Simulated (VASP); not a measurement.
Write the native input for VASP 6.6.1 that does the following.

```yaml
Task: electric field gradients
Functional: PBEsol
Potentials_or_basis: VASP PAW PBE potentials, release 64 (Ca_sv)
Cutoff: 520 eV
k_mesh: 11 × 11 × 11
Occupations: fermi-dirac, width 0.05 eV
Spin: no spin polarisation
Dipole_correction: no
Further_INCAR_settings: ALGO = Normal; EDIFF = 1e-08; NBANDS = 11
```

The structure of Ca lies in POSCAR:

```
Ca
1.0
    0.0000000000      2.7942000000      2.8500840000
    2.7942000000      0.0000000000      2.8500840000
    2.7942000000      2.7942000000      0.0000000000
Ca
1
Direct
    0.0000000000      0.0000000000      0.0000000000
```

This cell differs from its parent crystal: zz strain of +2 %.

The input as run:

INCAR

```
  PREC = Accurate
  ENCUT = 520
  EDIFF = 1E-8
  ISMEAR = -1
  SIGMA = 0.05
  LREAL = F
  LASPH = T
  NELM = 80
  ALGO = Normal
  ISIF = 2
  LWAVE = F
  LCHARG = F
  GGA = PS
  LEFG = T
  NBANDS = 11
```

KPOINTS

```
Automatic mesh
0
Gamma
  11 11 11
```

Potentials or basis: VASP PAW PBE potentials, release 64 (Ca_sv).

The run is started by

```console
$ cat potpaw_PBE.64/Ca_sv/POTCAR > POTCAR
$ mpirun -np 1 vasp_std > vasp.out
```

Results of the run:

```json
{
  "Pressure": "-1.4 GPa",
  "Band gap on the k mesh": "zero (band 5 reaches 1.87 eV, above the bottom of band 6 at 1.53 eV)"
}
```

Caveat: the cell differs from its parent crystal (zz strain of +2 %); without QUAD_EFG the Cq values of the log hold for a quadrupole moment of 1 mb, not for the nuclei; the PAW data sets were made with another functional, which shifts forces and pressure a little.

Wall time 51 s on 1 thread of AMD EPYC 7R43 64-Core Processor (Zen 3), with other jobs on the host, peak memory 0.17 GiB.
